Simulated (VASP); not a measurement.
# GaN (Cm) in VASP: notebook, part 3 of 3

VASP 6.6.1. The steps go on from the part before.

## Step 6: Single point, PBE (atom 5 (N) moved -0.200 Å towards its neighbour atom 6 (N) at 3.216 Å)

Contents of INCAR:

```
SYSTEM = GaN
ALGO     = Normal         ! electronic algorithm
EDIFF    = 1E-7           ! SCF threshold, eV
ENCUT    = 520            ! plane-wave cutoff, eV
GGA      = PE             ! functional
ISIF     = 2              ! what is computed and relaxed
ISMEAR   = 0              ! smearing method
LASPH    = .TRUE.         ! aspherical terms in the spheres
LCHARG   = .FALSE.        ! write CHGCAR
LREAL    = .FALSE.        ! projectors in reciprocal space
LWAVE    = .FALSE.        ! write WAVECAR
NBANDS   = 46             ! bands
NELM     = 80             ! most SCF steps
PREC     = Accurate       ! precision mode
SIGMA    = 0.05           ! smearing width, eV
```

Contents of KPOINTS:

```
k-points
0
G
  6 6 6
  0 0 0
```

Contents of POSCAR:

```
GaN
1.0
    4.5484769745      0.0000000000      0.0000000000
    0.0000000000     -4.5484769745      0.0000000000
    0.0000000000      0.0000000000     -4.5484769745
Ga N
4 4
Direct
    0.0000000000      0.0000000000      0.0000000000
    0.5000000000      0.5000000000      0.0000000000
    0.5000000000      0.0000000000      0.5000000000
    0.0000000000      0.5000000000      0.5000000000
    0.7810920242      0.7810920242      0.7500000000
    0.2500000000      0.2500000000      0.7500000000
    0.2500000000      0.7500000000      0.2500000000
    0.7500000000      0.2500000000      0.2500000000
```

Potentials or basis: VASP PAW PBE potentials, release 64 (Ga_d, N).

Run with:

```bash
$ cat potpaw_PBE.64/Ga_d/POTCAR potpaw_PBE.64/N/POTCAR > POTCAR
$ mpirun -np 1 vasp_std > vasp.out
```

OUTCAR:

```text
SYSTEM = GaN
   EDIFF = 1E-7
   ENCUT = 520
   GGA = PE
   ISIF = 2
   ISMEAR = 0
   LASPH = .TRUE.
   LREAL = .FALSE.
   NELM = 80
   PREC = Accurate

 ion  position               nearest neighbor table
   1  0.000  0.000  0.000-   5 1.81   6 1.97   7 1.97   8 1.97
   2  0.500  0.500  0.000-   6 1.97   7 1.97   8 1.97   5 2.14
   3  0.500  0.000  0.500-   6 1.97   7 1.97   8 1.97   5 1.98
   4  0.000  0.500  0.500-   6 1.97   7 1.97   8 1.97   5 1.98
   5  0.781  0.781  0.750-   1 1.81   3 1.98   4 1.98   2 2.14
   6  0.250  0.250  0.750-   1 1.97   2 1.97   3 1.97   4 1.97
   7  0.250  0.750  0.250-   1 1.97   2 1.97   3 1.97   4 1.97
   8  0.750  0.250  0.250-   1 1.97   2 1.97   3 1.97   4 1.97

  LATTYP: Found a simple cubic cell.
 ALAT       =     4.5484769745

  Lattice vectors:

 A1 = (   4.5484769745,   0.0000000000,   0.0000000000)
 A2 = (   0.0000000000,  -4.5484769745,   0.0000000000)
 A3 = (   0.0000000000,   0.0000000000,  -4.5484769745)

Analysis of symmetry for initial positions (statically):
=====================================================================
 Subroutine PRICEL returns:
 Original cell was already a primitive cell.

 Routine SETGRP: Setting up the symmetry group for a
 simple cubic supercell.

 Subroutine GETGRP returns: Found  2 space group operations
 (whereof  2 operations were pure point group operations)
 out of a pool of 48 trial point group operations.

The static configuration has the point symmetry C_1h.

Analysis of symmetry for dynamics (positions and initial velocities):
=====================================================================
 Subroutine PRICEL returns:
 Original cell was already a primitive cell.

[... 135 lines left out ...]
   EFERMI_NEDOS =   21; number of points for ismear=-14 and -15
   IALGO  =     38    algorithm
   IMIX   =      4    mixing-type and parameters
     AMIX     =   0.40;   BMIX     =  1.00
     AMIX_MAG =   1.60;   BMIX_MAG =  1.00
  volume/ion in A,a.u.               =      11.76        79.38
  Fermi-wavevector in a.u.,A,eV,Ry     =   1.497337  2.829557 30.504523  2.242019
  Thomas-Fermi vector in A             =   2.609238
   LORBIT       =      0    0 simple, 1 ext, 2 COOP (PROOUT), +10 PAW based schemes
   GGA     = PE    functional components
   LHFCALC =     F    Hartree Fock is set to
   AEXX    =    0.0000 exact exchange contribution
   IVDW    =     0    specifies the selected vdW correction
   LEPSILON=     F    determine dielectric tensor
   LRPA    =     F    only Hartree local field effects (RPA)
 non-spin polarized calculation
 Gauss-broadening in eV      SIGMA  =   0.05
  energy-cutoff  :      520.00
  volume of cell :       94.10
 maximum number of plane-waves:      2560
 NGX is ok and might be reduce to    36
   NGX = 17   NGY = 17   NGZ = 17

 number of electron      72.0000090 magnetization

 Free energy of the ion-electron system (eV)
  ---------------------------------------------------
  ext. energy  EPLUGINS =         0.00000000
  ---------------------------------------------------
  free energy    TOTEN  =       -48.28164986 eV

  energy without entropy =      -48.28164986  energy(sigma->0) =      -48.28164986

 E-fermi :   5.3433     XC(G=0): -11.5215

 val. band max:        5.0821916038   @ k =   0.0000   0.0000   0.0000
 cond. band min:       6.5081655501   @ k =   0.0000   0.0000   0.0000
 fundamental gap:      1.4259739462
 Fermi energy:         5.3432935541

 k-point     1 :       0.0000    0.0000    0.0000
  band No.  band energies     occupation
      1     -10.7489      2.00000
      2      -9.8099      2.00000
      3      -9.7626      2.00000
      4      -9.7588      2.00000
      5      -8.4707      2.00000
      6      -8.4546      2.00000
[... 1165 lines left out ...]
     45      14.3668      0.00000
     46      14.5445      0.00000

 [... further k-points ...]
[... 5 lines left out ...]
  --------------------------------------------------------------------------------------
  -------------------------------------------------------------------------------------
  Total        0.5508825      0.5508825      1.0632199     -0.6830003      1.1381067     -1.1381069
  in kB        9.3793252      9.3793252     18.1023801    -11.6287618     19.3774022    -19.3774065
  external PRESSURE =      12.2870101 kB  Pullay stress =       0.0000000 kB

 VOLUME and BASIS-vectors are now :
 -----------------------------------------------------------------------------
  energy-cutoff  :      520.00
  volume of cell :       94.10
      direct lattice vectors                 reciprocal lattice vectors
     4.548476974  0.000000000  0.000000000     0.219853812  0.000000000  0.000000000
     0.000000000 -4.548476974  0.000000000     0.000000000 -0.219853812  0.000000000
     0.000000000  0.000000000 -4.548476974     0.000000000  0.000000000 -0.219853812

 POSITION                                       TOTAL-FORCE (eV/Angst)
 -----------------------------------------------------------------------------------
      0.00000      0.00000      0.00000         1.081748     -1.081748     -1.130968
      2.27424     -2.27424      0.00000         0.398989     -0.398989      0.252931
      2.27424      0.00000     -2.27424         0.150878     -0.082600     -0.068627
      0.00000     -2.27424     -2.27424         0.082600     -0.150878     -0.068627
      3.55278     -3.55278     -3.41136        -2.415576      2.415576      1.024799
      1.13712     -1.13712     -3.41136         0.366382     -0.366382      0.004176
      1.13712     -3.41136     -1.13712         0.357416      0.022438     -0.006842
      3.41136     -1.13712     -1.13712        -0.022438     -0.357416     -0.006842
 -----------------------------------------------------------------------------------
    total drift:                               -0.000127      0.000127     -0.000034

  FREE ENERGIE OF THE ION-ELECTRON SYSTEM (eV)
  ---------------------------------------------------
  free  energy   TOTEN  =       -48.2816498595 eV

  energy  without entropy=      -48.2816498595  energy(sigma->0) =      -48.28164986
```

OSZICAR:

```text
N       E                     dE             d eps       ncg     rms          rms(c)
DAV:   1     0.762631597268E+03    0.76263E+03   -0.33444E+04  7334   0.288E+03
DAV:   2     0.976942212069E+02   -0.66494E+03   -0.63057E+03  6416   0.689E+02
DAV:   3    -0.444354016098E+02   -0.14213E+03   -0.13772E+03  7224   0.214E+02
DAV:   4    -0.558624784993E+02   -0.11427E+02   -0.11312E+02  8064   0.627E+01
DAV:   5    -0.562126544167E+02   -0.35018E+00   -0.34963E+00  7558   0.114E+01    0.153E+01
DAV:   6    -0.479878109538E+02    0.82248E+01   -0.24946E+01 11696   0.573E+01    0.418E+00
DAV:   7    -0.483243960887E+02   -0.33659E+00   -0.42571E+00  6916   0.129E+01    0.380E+00
DAV:   8    -0.483149943491E+02    0.94017E-02   -0.56120E-01  8742   0.151E+01    0.107E+00
DAV:   9    -0.482800462236E+02    0.34948E-01   -0.15776E-01  9428   0.724E+00    0.554E-01
DAV:  10    -0.482812967264E+02   -0.12505E-02   -0.30939E-02  7504   0.139E+00    0.291E-01
DAV:  11    -0.482817427847E+02   -0.44606E-03   -0.23003E-03  8984   0.808E-01    0.770E-02
DAV:  12    -0.482815996284E+02    0.14316E-03   -0.11862E-03  9218   0.648E-01    0.290E-02
DAV:  13    -0.482816535713E+02   -0.53943E-04   -0.52765E-04  7306   0.178E-01    0.394E-02
DAV:  14    -0.482816529995E+02    0.57171E-06   -0.41044E-05  8348   0.473E-02    0.220E-02
DAV:  15    -0.482816485614E+02    0.44381E-05   -0.17407E-05  9436   0.720E-02    0.910E-03
DAV:  16    -0.482816494238E+02   -0.86238E-06   -0.42199E-06  8966   0.497E-02    0.375E-03
DAV:  17    -0.482816497683E+02   -0.34454E-06   -0.85640E-07  7478   0.860E-03    0.154E-03
DAV:  18    -0.482816498595E+02   -0.91177E-07   -0.15000E-07  4476   0.785E-03
   1 F= -.48281650E+02 E0= -.48281650E+02  d E =-.187441E-15
```

stdout:

```text
POSCAR found type information on POSCAR GaN
 POSCAR found :  2 types and       8 ions
 scaLAPACK will be used
 LDA part: xc-table for (Slater+PW92), standard interpolation
 POSCAR, INCAR and KPOINTS ok, starting setup
 FFT: planning ... GRIDC
 FFT: planning ... GRID_SOFT
 FFT: planning ... GRID
 WAVECAR not read
 entering main loop
```

Wall time 14 min (1 thread of Oxide Virtual Turin-like, shared host); peak memory 0.3 GiB.

What came out:

```yaml
Free_energy: -48.2816 eV
Pressure: 1.2 GPa
Largest_force: 3.567 eV/Å
Band_gap_on_the_k_mesh: 1.43 eV
```

Forces on the atoms (eV/Å):
```
Ga   1.082 -1.082 -1.131
Ga   0.399 -0.399  0.253
Ga   0.151 -0.083 -0.069
Ga   0.083 -0.151 -0.069
N   -2.416  2.416  1.025
N    0.366 -0.366  0.004
N    0.357  0.022 -0.007
N   -0.022 -0.357 -0.007
```

Caveat: the cell differs from its parent crystal (atom 5 (N) moved -0.200 Å towards its neighbour atom 6 (N) at 3.216 Å); forces of over 1 eV/Å act on the atoms, so gaps and moduli don't describe the material at rest.
